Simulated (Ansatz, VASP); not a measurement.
**One calculation of Ge, two programs**

```
Ge
1.0
    -1.60842    1.60842    1.87318
     1.60842   -1.60842    1.87318
     1.60842    1.60842   -1.87318
Ge
1
Cartesian
  0.0000 0.0000 1.8732
```

Alike in both runs: functional PBE; k mesh 9 × 9 × 9; occupations fermi-dirac, width 0.05 eV; non-collinear spin, spin-orbit coupling.

```csv
,VASP,Ansatz
version,VASP 6.6.1,Ansatz 0.2.0
potentials or method,"VASP PAW PBE potentials, release 64 (Ge_d)",Ansatz PAW
plane-wave cutoff (eV),520,420
valence electrons in the cell,14,14
task,single point,band structure
```

```csv
,VASP,Ansatz,Ansatz less VASP
pressure (GPa),-0.3,-0.3,+0.06
"traceless stress, the component that is largest in VASP (GPa)",-1.97,-1.98,-0.004
net moment per atom (μB),0.00,0.00,0.000
```
